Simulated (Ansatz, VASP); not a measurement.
# One calculation of Hf, two programs

The input INCAR:

```
SYSTEM = Hf
PREC     = Accurate       ! precision mode
ENCUT    = 400            ! plane-wave cutoff, eV
EDIFF    = 1E-8           ! SCF threshold, eV
ISMEAR   = -1             ! smearing method
SIGMA    = 0.05           ! smearing width, eV
LREAL    = .FALSE.        ! projectors in reciprocal space
LASPH    = .TRUE.         ! aspherical terms in the spheres
NELM     = 120            ! most SCF steps
ALGO     = Normal         ! electronic algorithm
ISIF     = 2              ! what is computed and relaxed
LWAVE    = .FALSE.        ! write WAVECAR
LCHARG   = .FALSE.        ! write CHGCAR
GGA      = PE             ! functional
LEFG     = .TRUE.       
NBANDS   = 17             ! bands
GGA_COMPAT= .FALSE.
```

KPOINTS

```
Automatic mesh
0
G
  13 13 7
  0 0 0
```

File POSCAR:

```
Hf
1.0
    3.1966985242      0.0000000000      0.0000000000
   -1.5983492621      2.7684221302      0.0000000000
    0.0000000000      0.0000000000      5.2095340000
Hf
2
Direct
    0.3333333333      0.6666666667      0.2500000000
    0.6666666667      0.3333333333      0.7500000000
```

Input for Ansatz:

```yaml
crystal:
  lattice:
    - [3.1966985242, 0.0, 0.0]
    - [-1.5983492621, 2.7684221302, 0.0]
    - [0.0, 0.0, 5.209534]
  atoms:
    - { symbol: Hf, position: [0.3333333333, 0.6666666667, 0.25] }
    - { symbol: Hf, position: [0.6666666667, 0.3333333333, 0.75] }
kpoints:
  mp_grid: { grid: [13, 13, 7] }
scf:
  occupations: { method: fermi_dirac, width: 0.05 }
hamiltonian:
  xc: pbe
  pseudopotentials: { kind: paw }
output:
  forces: true
  stress: true
  eigenvalues: true
  efg: { contact_densities: true }
  write_density: true
  write_potential: true
  elf: true
  volumetric_format: npy
```

Change from the starting cell: zz strain of +3 %, PAW files.

Alike in both runs: task electric field gradients; functional PBE; k mesh 13 × 13 × 7; occupations fermi-dirac, width 0.05 eV; no spin polarisation.

|  | VASP | Ansatz |
| --- | --- | --- |
| version | VASP 6.6.1 | Ansatz 0.2.0 |
| potentials or method | VASP PAW PBE potentials, release 64 (Hf_pv) | PAW with Ansatz's default frozen-core files, scalar-relativistic |
| plane-wave cutoff (eV) | 400 | 420 |
| valence electrons in the cell | 20 | 52 |

Ansatz gave:

- pressure (GPa): -2.3
- traceless stress, the component that is largest in VASP (GPa): -2.46
- size of Vzz on the site where it differs most (V/Å²): 55.5

Problem. Which values does VASP return?

Solution. Pressure (GPa): -2.8; traceless stress, the component that is largest in VASP (GPa): -2.51; size of Vzz on the site where it differs most (V/Å²): 47.3.

VASP's potentials hold 20 valence electrons a cell and Ansatz's 52, so a difference there can come from the potentials and not from the codes.

Neither program's run includes spin-orbit coupling.
